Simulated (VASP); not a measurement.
# SrMo2 (R3m) in VASP: a series of runs

Runs on SrMo2. Level: PBE. Tasks: single point, relaxation of cell and atoms.

Program: VASP 6.6.1. These are calculated values, not measurements. Logs are shortened: lines on timing, memory, paths and dates and some standing lists are left out, and cuts for length are marked.

### Step 1. The cell of the first run

The structure is trigonal, space group R3m (No. 160). The conventional cell has a = 3.257 Å, b = 3.257 Å, c = 18.917 Å, α = 90.00°, β = 90.00°, γ = 120.00°. Within 3.3 Å of Sr (site symmetry 3m) lie 6 Mo at 2.43 Å and 6 Sr at 3.26 Å. Mo (site symmetry 3m) has 3 Sr at 2.43 Å and 7 Mo at 3.09 to 3.26 Å within 3.3 Å. Mo (site symmetry 3m) has 3 Sr at 2.43 Å and 7 Mo at 3.09 to 3.26 Å within 3.3 Å.

### Step 2. Single point, PBE

INCAR

```
  ALGO = Fast
  EDIFF = 1E-6
  ENCUT = 520
  GGA = PE
  ISIF = 2
  ISMEAR = 0
  LASPH = T
  LCHARG = T
  LELF = T
  LREAL = F
  LVHAR = T
  LWAVE = F
  NBANDS = 26
  NELM = 100
  PREC = Accurate
  SIGMA = 0.1
```

KPOINTS

```
k-points
0
Gamma
  6 6 6
```

POSCAR

```
SrMo2
1.0
    1.6285594810      0.9402492547      6.3055358059
   -1.6285594810      0.9402492547      6.3055358059
    0.0000000000     -1.8804985094      6.3055358059
Sr Mo
1 2
Direct
    0.0000000000      0.0000000000      0.0000000000
    0.7484000000      0.7484000000      0.7484000000
    0.5849000000      0.5849000000      0.5849000000
```

Potentials or basis: VASP PAW PBE potentials, release 64 (Sr_sv, Mo_sv).

Command:

```console
> cat potpaw_PBE.64/Sr_sv/POTCAR potpaw_PBE.64/Mo_sv/POTCAR > POTCAR
> mpirun -np 1 vasp_std > vasp.out
```

OUTCAR:

```text
EDIFF = 1E-6
   ENCUT = 520
   GGA = PE
   ISIF = 2
   ISMEAR = 0
   LASPH = T
   LREAL = F
   NELM = 100
   PREC = Accurate

 ion  position               nearest neighbor table
   1  0.000  0.000  0.000-   2 2.43   2 2.43   2 2.43   3 2.43   3 2.43   3 2.43   2 4.07   2 4.07
                             2 4.07   3 4.07   3 4.07   3 4.07
   2  0.748  0.748  0.748-   1 2.43   1 2.43   1 2.43   3 3.09   1 4.07   1 4.07   1 4.07
   3  0.585  0.585  0.585-   1 2.43   1 2.43   1 2.43   2 3.09   1 4.07   1 4.07   1 4.07

  LATTYP: Found a trigonal (rhomboedric) cell.
 ALAT       =     6.5799738938
 COS(alpha) =     0.8774851014

  Lattice vectors:

 A1 = (   1.6285594810,   0.9402492547,   6.3055358059)
 A2 = (  -1.6285594810,   0.9402492547,   6.3055358059)
 A3 = (   0.0000000000,  -1.8804985094,   6.3055358059)

Analysis of symmetry for initial positions (statically):
=====================================================================
 Subroutine PRICEL returns:
 Original cell was already a primitive cell.

 Routine SETGRP: Setting up the symmetry group for a
 trigonal (rhombohedral) supercell.

 Subroutine GETGRP returns: Found  6 space group operations
 (whereof  6 operations were pure point group operations)
 out of a pool of 12 trial point group operations.

The static configuration has the point symmetry C_3v.

Analysis of symmetry for dynamics (positions and initial velocities):
=====================================================================
 Subroutine PRICEL returns:
 Original cell was already a primitive cell.

 Routine SETGRP: Setting up the symmetry group for a
 trigonal (rhombohedral) supercell.

 Subroutine GETGRP returns: Found  6 space group operations
 (whereof  6 operations were pure point group operations)
 out of a pool of 12 trial point group operations.

The dynamic configuration has the point symmetry C_3v.

 Subroutine INISYM returns: Found  6 space group operations
 (whereof  6 operations are pure point group operations),
 and found     1 'primitive' translations

----------------------------------------------------------------------------------------

                                     Primitive cell

  volume of cell :      57.9322

  direct lattice vectors                    reciprocal lattice vectors
     1.628559481  0.940249255  6.305535806     0.307019796  0.177257962  0.052863602
    -1.628559481  0.940249255  6.305535806    -0.307019796  0.177257962  0.052863602
     0.000000000 -1.880498509  6.305535806     0.000000000 -0.354515924  0.052863602

  length of vectors
     6.579973894  6.579973894  6.579973894     0.358435630  0.358435630  0.358435630

  position of ions in fractional coordinates (direct lattice)
     0.000000000  0.000000000  0.000000000
     0.748400000  0.748400000  0.748400000
     0.584900000  0.584900000  0.584900000

  ion indices of the primitive-cell ions
   primitive index   ion index
                 1           1
                 2           2
                 3           3

----------------------------------------------------------------------------------------

 KPOINTS: k-points

Automatic generation of k-mesh.
 Grid dimensions read from file:
 generate k-points for:    6    6    6

 Generating k-lattice:

  Cartesian coordinates                     Fractional coordinates (reciprocal lattice)
     0.051169966  0.029542994  0.008810600     0.166666667  0.000000000  0.000000000
    -0.051169966  0.029542994  0.008810600     0.000000000  0.166666667  0.000000000
     0.000000000 -0.059085987  0.008810600     0.000000000  0.000000000  0.166666667

  Length of vectors
     0.059739272  0.059739272  0.059739272

  Shift w.r.t. Gamma in fractional coordinates (k-lattice)
     0.000000000  0.000000000  0.000000000

 Subroutine IBZKPT returns following result:
 ===========================================

 Found     32 irreducible k-points:

 Following reciprocal coordinates:
            Coordinates               Weight
  0.000000  0.000000  0.000000      1.000000
  0.166667  0.000000 -0.000000      6.000000
  0.333333  0.000000 -0.000000      6.000000
  0.500000  0.000000 -0.000000      3.000000
  0.166667  0.166667 -0.000000      6.000000
  0.333333  0.166667 -0.000000     12.000000
[... 16 lines left out ...]
  0.500000  0.500000  0.166667      6.000000
 -0.333333  0.500000  0.166667     12.000000
 [... further k-points ...]
   k-points           NKPTS =     32   k-points in BZ     NKDIM =     32   number of bands    NBANDS=     26
   number of dos      NEDOS =    301   number of ions     NIONS =      3
   total plane-waves  NPLWV = 125000
   dimension x,y,z NGX =    50 NGY =   50 NGZ =   50
   dimension x,y,z NGXF=   100 NGYF=  100 NGZF=  100
   ions per type =               1   2
   NGX,Y,Z   is equivalent  to a cutoff of  12.63, 12.63, 12.63 a.u.
   NGXF,Y,Z  is equivalent  to a cutoff of  25.27, 25.27, 25.27 a.u.
 SYSTEM =  unknown system
   PREC   = accura    normal or accurate (medium, high low for compatibility)
   ISTART =      0    job   : 0-new  1-cont  2-samecut
   ICHARG =      2    charge: 1-file 2-atom 10-const
   ISPIN  =      1    spin polarized calculation?
   LNONCOLLINEAR =      F non collinear calculations
   LSORBIT =      F    spin-orbit coupling
   LASPH  =      T    aspherical Exc in radial PAW
   ENCUT  =  520.0 eV  38.22 Ry    6.18 a.u.  12.23 12.23 12.23*2*pi/ulx,y,z
   NELM   =    100;   NELMIN=  2; NELMDL= -5     # of ELM steps
   EDIFF  = 0.1E-05   stopping-criterion for ELM
   LREAL  =      F    real-space projection
[... 7 lines left out ...]
   TEBEG  =    0.0;   TEEND  =   0.0 temperature during run
   PSTRESS=    0.0 pullay stress
   NELECT =      38.0000    total number of electrons
   NUPDOWN=      -1.0000    fix difference up-down
   EMIN   =  10.00;   EMAX   =-10.00  energy-range for DOS
   EFERMI =   0.00;   METHOD = LEGACY
   ISMEAR =     0;   SIGMA  =   0.10  broadening in eV -4-tet -1-fermi 0-gaus
   EFERMI_NEDOS =   21; number of points for ismear=-14 and -15
   IALGO  =     68    algorithm
   IMIX   =      4    mixing-type and parameters
     AMIX     =   0.40;   BMIX     =  1.00
     AMIX_MAG =   1.60;   BMIX_MAG =  1.00
  volume/ion in A,a.u.               =      19.31       130.32
  Fermi-wavevector in a.u.,A,eV,Ry     =   1.422425  2.687994 27.528575  2.023293
  Thomas-Fermi vector in A             =   2.543130
   LORBIT       =      0    0 simple, 1 ext, 2 COOP (PROOUT), +10 PAW based schemes
   GGA     = PE    functional components
   LHFCALC =     F    Hartree Fock is set to
   AEXX    =    0.0000 exact exchange contribution
   IVDW    =     0    specifies the selected vdW correction
   LEPSILON=     F    determine dielectric tensor
   LRPA    =     F    only Hartree local field effects (RPA)
 non-spin polarized calculation
 RMM-DIIS sequential band-by-band and
 Gauss-broadening in eV      SIGMA  =   0.10
  energy-cutoff  :      520.00
  volume of cell :       57.93
 maximum number of plane-waves:      1574
 NGX is ok and might be reduce to    50
   NGX = 25   NGY = 25   NGZ = 25

 number of electron      37.9999998 magnetization

 Free energy of the ion-electron system (eV)
  ---------------------------------------------------
  ext. energy  EPLUGINS =         0.00000000
  ---------------------------------------------------
  free energy    TOTEN  =       -12.12609265 eV

  energy without entropy =      -12.09963041  energy(sigma->0) =      -12.11286153

 E-fermi :   7.7893     XC(G=0): -11.6706

 val. band max:        7.7749909422   @ k =   0.1667   0.1667   0.1667
 cond. band min:       7.7909999729   @ k =   0.5000   0.1667  -0.0000
 fundamental gap:      0.0160090307
 Fermi energy:         7.7893411758

 k-point     1 :       0.0000    0.0000    0.0000
  band No.  band energies     occupation
      1     -53.0194      2.00000
      2     -52.9945      2.00000
      3     -28.4063      2.00000
      4     -27.1832      2.00000
      5     -27.0376      2.00000
      6     -27.0376      2.00000
[... 18 lines left out ...]
     25      11.8283      0.00000
     26      15.4499      0.00000

 k-point     2 :       0.1667    0.0000   -0.0000
  band No.  band energies     occupation
      1     -53.0111      2.00000
      2     -52.9874      2.00000
      3     -28.3309      2.00000
      4     -27.1798      2.00000
      5     -27.1603      2.00000
      6     -27.0795      2.00000
[... 18 lines left out ...]
     25      11.9304      0.00000
     26      13.6873      0.00000

 k-point     3 :       0.3333    0.0000   -0.0000
  band No.  band energies     occupation
      1     -52.9943      2.00000
      2     -52.9732      2.00000
      3     -28.1942      2.00000
      4     -27.3448      2.00000
      5     -27.2512      2.00000
      6     -27.1405      2.00000
[... 18 lines left out ...]
     25      12.2885      0.00000
     26      13.3940      0.00000

 k-point     4 :       0.5000    0.0000   -0.0000
  band No.  band energies     occupation
      1     -52.9859      2.00000
      2     -52.9662      2.00000
      3     -28.1447      2.00000
      4     -27.3936      2.00000
      5     -27.3226      2.00000
      6     -27.1346      2.00000
[... 18 lines left out ...]
     25      12.4468      0.00000
     26      13.3692      0.00000
[... 496 lines left out ...]
      1     -52.9857      2.00000
      2     -52.9664      2.00000
      3     -28.1173      2.00000
      4     -27.3789      2.00000
      5     -27.2884      2.00000
      6     -27.1789      2.00000
[... 18 lines left out ...]
     25      12.5021      0.00000
     26      12.9337      0.00000

 k-point    23 :       0.5000    0.5000    0.1667
  band No.  band energies     occupation
      1     -52.9931      2.00000
      2     -52.9744      2.00000
      3     -28.1925      2.00000
      4     -27.3271      2.00000
      5     -27.2516      2.00000
      6     -27.1612      2.00000
[... 18 lines left out ...]
     25      12.8524      0.00000
     26      13.8940      0.00000

 k-point    24 :      -0.3333    0.5000    0.1667
  band No.  band energies     occupation
      1     -52.9851      2.00000
      2     -52.9670      2.00000
      3     -28.1203      2.00000
      4     -27.3645      2.00000
      5     -27.2873      2.00000
      6     -27.1804      2.00000
[... 18 lines left out ...]
     25      12.3355      0.00000
     26      12.8915      0.00000

 [... further k-points ...]
[... 5 lines left out ...]
  --------------------------------------------------------------------------------------
  -------------------------------------------------------------------------------------
  Total        9.2089228      9.2089228     10.0505764      0.0000000      0.0000000      0.0000000
  in kB      254.6827584    254.6827584    277.9596024      0.0000000      0.0000000      0.0000000
  external PRESSURE =     262.4417064 kB  Pullay stress =       0.0000000 kB

 VOLUME and BASIS-vectors are now :
 -----------------------------------------------------------------------------
  energy-cutoff  :      520.00
  volume of cell :       57.93
      direct lattice vectors                 reciprocal lattice vectors
     1.628559481  0.940249255  6.305535806     0.307019796  0.177257962  0.052863602
    -1.628559481  0.940249255  6.305535806    -0.307019796  0.177257962  0.052863602
     0.000000000 -1.880498509  6.305535806     0.000000000 -0.354515924  0.052863602

 POSITION                                       TOTAL-FORCE (eV/Angst)
 -----------------------------------------------------------------------------------
      0.00000      0.00000      0.00000         0.000000      0.000000      0.047030
      0.00000      0.00000     14.15719         0.000000     -0.000000      5.845961
      0.00000      0.00000     11.06432         0.000000      0.000000     -5.892991
 -----------------------------------------------------------------------------------
    total drift:                                0.000000     -0.000000     -0.000478

  FREE ENERGIE OF THE ION-ELECTRON SYSTEM (eV)
  ---------------------------------------------------
  free  energy   TOTEN  =       -12.1260926499 eV

  energy  without entropy=      -12.0996304084  energy(sigma->0) =      -12.11286153
```

It took 3.7 min on 1 thread of AMD EPYC 7R13 (Zen 3), shared host; peak memory 0.33 GiB.

Results:

| Item | Value |
| --- | --- |
| Free energy | -12.1261 eV |
| Pressure | 26.2 GPa |
| Largest force | 5.893 eV/Å |
| Band gap on the k mesh | zero (bands 19 and 20 overlap by 1.65 eV) |

Forces on the atoms (eV/Å):
```
Sr   0.000  0.000  0.047
Mo   0.000  0.000  5.846
Mo   0.000  0.000 -5.893
```

Levels at points of the mesh, in eV from the Fermi level:
```tsv
k point	band 15	band 16	band 17	band 18	band 19	band 20	band 21	band 22	band 23	band 24
(0.00, 0.00, 0.00)	-1.96	-1.94	-1.94	-1.72	-1.72	0.31	0.31	0.31	0.56	0.56
(0.50, 0.00, 0.00)	-1.68	-1.23	-0.90	0.15	0.94	0.97	1.56	1.69	1.85	2.68
(0.50, 0.50, 0.00)	-1.37	-0.98	-0.63	-0.07	0.48	0.75	1.56	1.73	1.85	2.53
(0.50, 0.50, 0.50)	-2.57	-1.92	-1.92	-1.78	-1.78	-0.72	0.26	0.26	0.71	0.71
```

Caveat: the k points lie up to 0.38 Å⁻¹ apart, too coarse for converged energies and pressures of a metal; forces of over 1 eV/Å act on the atoms, so gaps and moduli don't describe the material at rest.

### Step 3. Single point, PBE

This run uses another cell than the first one, of 23.51 Å³/atom.

INCAR

```
SYSTEM = SrMo2
PREC = Accurate ; ENCUT = 520
EDIFF = 1E-6 ; ISMEAR = 0
SIGMA = 0.1 ; LREAL = .FALSE.
LASPH = .TRUE. ; NELM = 100
ALGO = Normal ; ISIF = 2
LWAVE = .FALSE. ; LCHARG = .FALSE.
GGA = PE ; NBANDS = 26
```

KPOINTS

```
regular mesh
0
G
  6 6 6
  0 0 0
```

POSCAR

```
SrMo2
1.0
    1.6717422181      0.9651808197      7.2856561283
   -1.6717422181      0.9651808197      7.2856561283
    0.0000000000     -1.9303616393      7.2856561283
Sr Mo
1 2
Direct
    0.0001859223      0.0001859223      0.0001859223
    0.7978477129      0.7978477129      0.7978477129
    0.5352663647      0.5352663647      0.5352663647
```

Potentials or basis: VASP PAW PBE potentials, release 64 (Sr_sv, Mo_sv).

Command:

```console
> cat potpaw_PBE.64/Sr_sv/POTCAR potpaw_PBE.64/Mo_sv/POTCAR > POTCAR
> mpirun -np 1 vasp_std > vasp.out
```

Run time: 3.2 min. Hardware: 1 thread of AMD EPYC 7R13 (Zen 3), shared host; peak memory 0.39 GiB.

Results (log left out):

- Free energy: -20.8419 eV
- Pressure: 0.4 GPa
- Largest force: 0.070 eV/Å
- Band gap on the k mesh: zero (bands 19 and 20 overlap by 0.86 eV)

Forces on the atoms (eV/Å):
```
Sr   0.000  0.000 -0.001
Mo   0.000  0.000 -0.069
Mo   0.000  0.000  0.070
```

Stress tensor (GPa, compression positive):
```
0.35 0.00 0.00
0.00 0.35 0.00
0.00 0.00 0.47
```

Levels at points of the mesh, in eV from the Fermi level:
| k point | band 17 | band 18 | band 19 | band 20 | band 21 | band 22 |
| --- | --- | --- | --- | --- | --- | --- |
| (0.00, 0.00, 0.00) | -2.25 | -2.01 | -2.01 | -0.69 | 1.33 | 2.16 |
| (0.50, 0.00, 0.00) | -1.67 | -0.86 | -0.51 | 0.83 | 1.21 | 1.35 |
| (0.50, 0.50, 0.00) | -1.71 | -0.77 | -0.08 | 0.79 | 1.17 | 1.25 |
| (0.50, 0.50, 0.50) | -2.25 | -2.00 | -2.00 | 0.39 | 0.68 | 2.07 |

Caveat: the k points lie up to 0.36 Å⁻¹ apart, too coarse for converged energies and pressures of a metal.

(Part 1 of 2 ends here.)

The gap in the log of VASP goes by the Fermi energy; the results here count the filled bands.